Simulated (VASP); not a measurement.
# TaRu (P4/mmm) in VASP: notebook

Runs on TaRu. Level: LDA. Tasks: single point.

Everything below comes from runs of VASP 6.6.1. Logs are shortened: lines on timing, memory, paths and dates and some standing lists are left out, and cuts for length are marked.

## (1) The cell of the first run

Symmetry: P4/mmm, No. 123, tetragonal system. Conventional cell: a = 2.991 Å, b = 2.991 Å, c = 3.320 Å, α = 90.00°, β = 90.00°, γ = 90.00°. Ta (site symmetry 4/mmm) has 8 Ru at 2.69 Å and 6 Ta at 2.99 to 3.32 Å within 3.5 Å. Within 3.5 Å of Ru (site symmetry 4/mmm) lie 8 Ta at 2.69 Å and 6 Ru at 2.99 to 3.32 Å.

## (2) Single point, LDA (volume scaled by 0.94)

Input file INCAR:

```
SYSTEM = TaRu
PREC = Accurate
ENCUT = 520
EDIFF = 1E-6
ISMEAR = -1
SIGMA = 0.05
LREAL = .False.
LASPH = .True.
NELM = 100
ALGO = Normal
ISIF = 2
LWAVE = .False.
LCHARG = .True.
GGA = CA
LELF = .True.
LVHAR = .True.
NBANDS = 20
```

Input file KPOINTS:

```
regular mesh
0
Gamma
  11 11 10
  0 0 0
```

Input file POSCAR:

```
TaRu
1.0
    2.9906763899      0.0000000000      0.0000000000
    0.0000000000      2.9906763899      0.0000000000
    0.0000000000      0.0000000000      3.3198173224
Ta Ru
1 1
Direct
    0.5000000000      0.5000000000      0.5000000000
    0.0000000000      0.0000000000      0.0000000000
```

Potentials or basis: VASP PAW LDA potentials, release 64 (Ta_pv, Ru_pv).

The run is started by

```
$ cat potpaw_LDA.64/Ta_pv/POTCAR potpaw_LDA.64/Ru_pv/POTCAR > POTCAR
$ mpirun -np 1 vasp_std > vasp.out
```

OUTCAR:

```text
SYSTEM = TaRu
   PREC = Accurate
   ENCUT = 520
   EDIFF = 1E-6
   ISMEAR = -1
   LREAL = .False.
   LASPH = .True.
   NELM = 100
   ISIF = 2
   GGA = CA

 ion  position               nearest neighbor table
   1  0.500  0.500  0.500-   2 2.69   2 2.69   2 2.69   2 2.69   2 2.69   2 2.69   2 2.69   2 2.69

   2  0.000  0.000  0.000-   1 2.69   1 2.69   1 2.69   1 2.69   1 2.69   1 2.69   1 2.69   1 2.69

  LATTYP: Found a simple tetragonal cell.
 ALAT       =     2.9906763899
 C/A-ratio  =     1.1100556829

  Lattice vectors:

 A1 = (   2.9906763899,   0.0000000000,   0.0000000000)
 A2 = (   0.0000000000,   2.9906763899,   0.0000000000)
 A3 = (   0.0000000000,   0.0000000000,   3.3198173224)

Analysis of symmetry for initial positions (statically):
=====================================================================
 Subroutine PRICEL returns:
 Original cell was already a primitive cell.

 Routine SETGRP: Setting up the symmetry group for a
 simple tetragonal supercell.

 Subroutine GETGRP returns: Found 16 space group operations
 (whereof 16 operations were pure point group operations)
 out of a pool of 16 trial point group operations.

The static configuration has the point symmetry D_4h.

Analysis of symmetry for dynamics (positions and initial velocities):
=====================================================================
 Subroutine PRICEL returns:
 Original cell was already a primitive cell.

 Routine SETGRP: Setting up the symmetry group for a
 simple tetragonal supercell.

 Subroutine GETGRP returns: Found 16 space group operations
 (whereof 16 operations were pure point group operations)
 out of a pool of 16 trial point group operations.

The dynamic configuration has the point symmetry D_4h.

 Subroutine INISYM returns: Found 16 space group operations
 (whereof 16 operations are pure point group operations),
 and found     1 'primitive' translations

----------------------------------------------------------------------------------------

                                     Primitive cell

  volume of cell :      29.6929

  direct lattice vectors                    reciprocal lattice vectors
     2.990676390  0.000000000  0.000000000     0.334372520  0.000000000  0.000000000
     0.000000000  2.990676390  0.000000000     0.000000000  0.334372520  0.000000000
     0.000000000  0.000000000  3.319817322     0.000000000  0.000000000  0.301221393

  length of vectors
     2.990676390  2.990676390  3.319817322     0.334372520  0.334372520  0.301221393

  position of ions in fractional coordinates (direct lattice)
     0.500000000  0.500000000  0.500000000
     0.000000000  0.000000000  0.000000000

  ion indices of the primitive-cell ions
   primitive index   ion index
                 1           1
                 2           2

----------------------------------------------------------------------------------------

 KPOINTS: regular mesh

Automatic generation of k-mesh.
 Grid dimensions read from file:
 generate k-points for:   11   11   10

 Generating k-lattice:

  Cartesian coordinates                     Fractional coordinates (reciprocal lattice)
     0.030397502  0.000000000  0.000000000     0.090909091  0.000000000  0.000000000
     0.000000000  0.030397502  0.000000000     0.000000000  0.090909091  0.000000000
     0.000000000  0.000000000  0.030122139     0.000000000  0.000000000  0.100000000

  Length of vectors
     0.030397502  0.030397502  0.030122139

  Shift w.r.t. Gamma in fractional coordinates (k-lattice)
     0.000000000  0.000000000  0.000000000

 Subroutine IBZKPT returns following result:
 ===========================================

 Found    126 irreducible k-points:

 Following reciprocal coordinates:
            Coordinates               Weight
  0.000000  0.000000  0.000000      1.000000
  0.090909  0.000000  0.000000      4.000000
  0.181818  0.000000  0.000000      4.000000
  0.272727  0.000000  0.000000      4.000000
  0.363636  0.000000  0.000000      4.000000
  0.454545  0.000000  0.000000      4.000000
[... 16 lines left out ...]
  0.090909  0.000000  0.100000      8.000000
  0.181818  0.000000  0.100000      8.000000
 [... further k-points ...]
   k-points           NKPTS =    126   k-points in BZ     NKDIM =    126   number of bands    NBANDS=     20
   number of dos      NEDOS =    301   number of ions     NIONS =      2
   total plane-waves  NPLWV =  16128
   dimension x,y,z NGX =    24 NGY =   24 NGZ =   28
   dimension x,y,z NGXF=    48 NGYF=   48 NGZF=   56
   ions per type =               1   1
   NGX,Y,Z   is equivalent  to a cutoff of  13.34, 13.34, 14.02 a.u.
   NGXF,Y,Z  is equivalent  to a cutoff of  26.68, 26.68, 28.04 a.u.
 SYSTEM =  TaRu
   PREC   = accura    normal or accurate (medium, high low for compatibility)
   ISTART =      0    job   : 0-new  1-cont  2-samecut
   ICHARG =      2    charge: 1-file 2-atom 10-const
   ISPIN  =      1    spin polarized calculation?
   LNONCOLLINEAR =      F non collinear calculations
   LSORBIT =      F    spin-orbit coupling
   LASPH  =      T    aspherical Exc in radial PAW
   ENCUT  =  520.0 eV  38.22 Ry    6.18 a.u.   5.56  5.56  6.17*2*pi/ulx,y,z
   NELM   =    100;   NELMIN=  2; NELMDL= -5     # of ELM steps
   EDIFF  = 0.1E-05   stopping-criterion for ELM
   LREAL  =      F    real-space projection
   EDIFFG = 0.1E-04   stopping-criterion for IOM
   NSW    =      0    number of steps for IOM
   IBRION =     -1    ionic relax: 0-MD 1-quasi-New 2-CG
   NFREE  =      0    steps in history (QN), initial steepest desc. (CG)
   ISIF   =      2    stress and relaxation
   ISYM   =      2    0-nonsym 1-usesym 2-fastsym
   POTIM  = 0.5000    time-step for ionic-motion
   TEBEG  =    0.0;   TEEND  =   0.0 temperature during run
   PSTRESS=    0.0 pullay stress
   NELECT =      25.0000    total number of electrons
   NUPDOWN=      -1.0000    fix difference up-down
   EMIN   =  10.00;   EMAX   =-10.00  energy-range for DOS
   EFERMI =   0.00;   METHOD = LEGACY
   ISMEAR =    -1;   SIGMA  =   0.05  broadening in eV -4-tet -1-fermi 0-gaus
   EFERMI_NEDOS =   21; number of points for ismear=-14 and -15
   IALGO  =     38    algorithm
   IMIX   =      4    mixing-type and parameters
     AMIX     =   0.40;   BMIX     =  1.00
     AMIX_MAG =   1.60;   BMIX_MAG =  1.00
  volume/ion in A,a.u.               =      14.85       100.19
  Fermi-wavevector in a.u.,A,eV,Ry     =   1.545861  2.921254 32.513662  2.389687
  Thomas-Fermi vector in A             =   2.651180
   LORBIT       =      0    0 simple, 1 ext, 2 COOP (PROOUT), +10 PAW based schemes
   GGA     = CA    functional components
   LHFCALC =     F    Hartree Fock is set to
   AEXX    =    0.0000 exact exchange contribution
   IVDW    =     0    specifies the selected vdW correction
   LEPSILON=     F    determine dielectric tensor
   LRPA    =     F    only Hartree local field effects (RPA)
 non-spin polarized calculation
  energy-cutoff  :      520.00
  volume of cell :       29.69
 maximum number of plane-waves:       820
 NGX is ok and might be reduce to    24
   NGX = 11   NGY = 11   NGZ = 13

 number of electron      24.9999994 magnetization

 Free energy of the ion-electron system (eV)
  ---------------------------------------------------
  ext. energy  EPLUGINS =         0.00000000
  ---------------------------------------------------
  free energy    TOTEN  =       -24.05034089 eV

  energy without entropy =      -24.03138243  energy(sigma->0) =      -24.04086166

 E-fermi :  10.0569     XC(G=0): -13.8333

 val. band max:       10.0547499992   @ k =   0.2727   0.0000   0.2000
 cond. band min:      10.0596936073   @ k =   0.2727   0.0909   0.1000
 fundamental gap:      0.0049436081
 Fermi energy:        10.0569047894

 k-point     1 :       0.0000    0.0000    0.0000
  band No.  band energies     occupation
      1     -32.8164      2.00000
      2     -32.7339      2.00000
      3     -32.7339      2.00000
      4     -24.4977      2.00000
      5     -24.3353      2.00000
      6     -24.3353      2.00000
[... 12 lines left out ...]
     19      19.9440      0.00000
     20      19.9440      0.00000

 k-point     2 :       0.0909    0.0000    0.0000
  band No.  band energies     occupation
      1     -32.8131      2.00000
      2     -32.7494      2.00000
      3     -32.7315      2.00000
      4     -24.4980      2.00000
      5     -24.3850      2.00000
      6     -24.3338      2.00000
[... 12 lines left out ...]
     19      19.2688      0.00000
     20      20.2027      0.00000

 k-point     3 :       0.1818    0.0000    0.0000
  band No.  band energies     occupation
      1     -32.8043      2.00000
      2     -32.7908      2.00000
      3     -32.7251      2.00000
      4     -24.5167      2.00000
      5     -24.4987      2.00000
      6     -24.3300      2.00000
[... 12 lines left out ...]
     19      20.2029      0.00000
     20      20.4338      0.00000

 k-point     4 :       0.2727    0.0000    0.0000
  band No.  band energies     occupation
      1     -32.8446      2.00000
      2     -32.7927      2.00000
      3     -32.7168      2.00000
      4     -24.6850      2.00000
      5     -24.4998      2.00000
      6     -24.3249      2.00000
[... 12 lines left out ...]
     19      20.2028      0.00000
     20      22.4548      0.00000

 k-point     5 :       0.3636    0.0000    0.0000
  band No.  band energies     occupation
      1     -32.8936      2.00000
      2     -32.7821      2.00000
      3     -32.7091      2.00000
      4     -24.8360      2.00000
      5     -24.5008      2.00000
      6     -24.3203      2.00000
[... 12 lines left out ...]
     19      20.2027      0.00000
     20      22.4545      0.00000

 k-point     6 :       0.4545    0.0000    0.0000
  band No.  band energies     occupation
      1     -32.9226      2.00000
      2     -32.7757      2.00000
      3     -32.7045      2.00000
      4     -24.9240      2.00000
      5     -24.5014      2.00000
      6     -24.3176      2.00000
[... 12 lines left out ...]
     19      20.2026      0.00000
     20      22.4540      0.00000

 k-point     7 :       0.0909    0.0909    0.0000
  band No.  band energies     occupation
      1     -32.8100      2.00000
      2     -32.7498      2.00000
      3     -32.7447      2.00000
      4     -24.4978      2.00000
      5     -24.3916      2.00000
      6     -24.3740      2.00000
[... 12 lines left out ...]
     19      19.8389      0.00000
     20      20.2115      0.00000
[... 277 lines left out ...]
 k-point    20 :       0.4545    0.3636    0.0000
  band No.  band energies     occupation
      1     -32.9289      2.00000
      2     -32.8955      2.00000
      3     -32.7565      2.00000
      4     -24.8119      2.00000
      5     -24.7197      2.00000
      6     -24.4480      2.00000
[... 12 lines left out ...]
     19      20.2014      0.00000
     20      21.3273      0.00000

 k-point    21 :       0.4545    0.4545    0.0000
  band No.  band energies     occupation
      1     -32.9308      2.00000
      2     -32.9294      2.00000
      3     -32.7529      2.00000
      4     -24.7933      2.00000
      5     -24.7888      2.00000
      6     -24.4381      2.00000
[... 12 lines left out ...]
     19      20.2012      0.00000
     20      21.0644      0.00000

 k-point    22 :       0.0000    0.0000    0.1000
  band No.  band energies     occupation
      1     -32.8206      2.00000
      2     -32.7323      2.00000
      3     -32.7323      2.00000
      4     -24.5237      2.00000
      5     -24.3371      2.00000
      6     -24.3371      2.00000
[... 12 lines left out ...]
     19      20.2023      0.00000
     20      20.7624      0.00000

 k-point    23 :       0.0909    0.0000    0.1000
  band No.  band energies     occupation
      1     -32.8180      2.00000
      2     -32.7479      2.00000
      3     -32.7300      2.00000
      4     -24.5236      2.00000
      5     -24.3850      2.00000
      6     -24.3353      2.00000
[... 12 lines left out ...]
     19      20.0981      0.00000
     20      20.2079      0.00000

 k-point    24 :       0.1818    0.0000    0.1000
  band No.  band energies     occupation
      1     -32.8122      2.00000
      2     -32.7884      2.00000
      3     -32.7238      2.00000
      4     -24.5355      2.00000
      5     -24.4997      2.00000
      6     -24.3307      2.00000
[... 12 lines left out ...]
     19      19.9235      0.00000
     20      20.2056      0.00000

 [... further k-points ...]

------------------------ aborting loop because EDIFF is reached ----------------------------------------

  FORCE on cell =-STRESS in cart. coord.  units (eV):
  Direction    XX          YY          ZZ          XY          YZ          ZX
  --------------------------------------------------------------------------------------
  -------------------------------------------------------------------------------------
  Total        1.4398961      1.4398961      1.4795101      0.0000000      0.0000000     -0.0000000
  in kB       77.6942191     77.6942191     79.8317209      0.0000000      0.0000000     -0.0000000
  external PRESSURE =      78.4067197 kB  Pullay stress =       0.0000000 kB

 VOLUME and BASIS-vectors are now :
 -----------------------------------------------------------------------------
  energy-cutoff  :      520.00
  volume of cell :       29.69
      direct lattice vectors                 reciprocal lattice vectors
     2.990676390  0.000000000  0.000000000     0.334372520  0.000000000  0.000000000
     0.000000000  2.990676390  0.000000000     0.000000000  0.334372520  0.000000000
     0.000000000  0.000000000  3.319817322     0.000000000  0.000000000  0.301221393

 POSITION                                       TOTAL-FORCE (eV/Angst)
 -----------------------------------------------------------------------------------
      1.49534      1.49534      1.65991         0.000000      0.000000      0.000000
      0.00000      0.00000      0.00000         0.000000      0.000000      0.000000
 -----------------------------------------------------------------------------------
    total drift:                                0.000000      0.000000     -0.000000

  FREE ENERGIE OF THE ION-ELECTRON SYSTEM (eV)
  ---------------------------------------------------
  free  energy   TOTEN  =       -24.0503408915 eV

  energy  without entropy=      -24.0313824252  energy(sigma->0) =      -24.04086166
```

It took 82 s on 1 thread of AMD EPYC 7R43 (Zen 3), shared host; peak memory 0.15 GiB.

What came out:

```yaml
Free_energy: -24.0503 eV
Pressure: 7.8 GPa
```

Caveat: spin-orbit coupling is left out, which moves the levels of the heavy elements.

## (3) Single point, LDA (volume scaled by 0.98)

Input file INCAR:

```
SYSTEM = TaRu
ALGO = Normal
EDIFF = 1E-6
ENCUT = 520
ISIF = 2
ISMEAR = -1
LASPH = .True.
LCHARG = .False.
LREAL = .False.
LWAVE = .False.
NBANDS = 20
NELM = 80
PREC = Accurate
SIGMA = 0.05
```

Input file KPOINTS:

```
k-points
0
Gamma
  11 11 10
  0 0 0
```

Input file POSCAR:

```
TaRu
1.0
    3.0325094497      0.0000000000      0.0000000000
    0.0000000000      3.0325094497      0.0000000000
    0.0000000000      0.0000000000      3.3662543482
Ta Ru
1 1
Direct
    0.5000000000      0.5000000000      0.5000000000
    0.0000000000      0.0000000000      0.0000000000
```

Potentials or basis: VASP PAW LDA potentials, release 64 (Ta_pv, Ru_pv).

The run is started by

```
$ cat potpaw_LDA.64/Ta_pv/POTCAR potpaw_LDA.64/Ru_pv/POTCAR > POTCAR
$ mpirun -np 1 vasp_std > vasp.out
```

It took 79 s on 1 thread of AMD EPYC 7R43 (Zen 3), shared host; peak memory 0.15 GiB.

The run converged. Its results:

* Free energy: -24.0629 eV
* Pressure: -4.4 GPa

Stress tensor (GPa, compression positive):
```
-4.66  0.00  0.00
 0.00 -4.66  0.00
 0.00  0.00 -3.81
```

Levels at points of the mesh, in eV from the Fermi level:
| k point | band 8 | band 9 | band 10 | band 11 | band 12 | band 13 | band 14 | band 15 | band 16 | band 17 |
| --- | --- | --- | --- | --- | --- | --- | --- | --- | --- | --- |
| (0.00, 0.00, 0.00) | -6.01 | -5.79 | -2.42 | -2.42 | -1.53 | 0.43 | 1.81 | 4.41 | 4.55 | 4.55 |
| (0.00, 0.00, 0.50) | -4.83 | -4.00 | -2.62 | -1.83 | -1.83 | -0.82 | 0.10 | 0.79 | 0.79 | 3.07 |

Caveat: spin-orbit coupling is left out, which moves the levels of the heavy elements.

(Continued in part 2 of 3.)
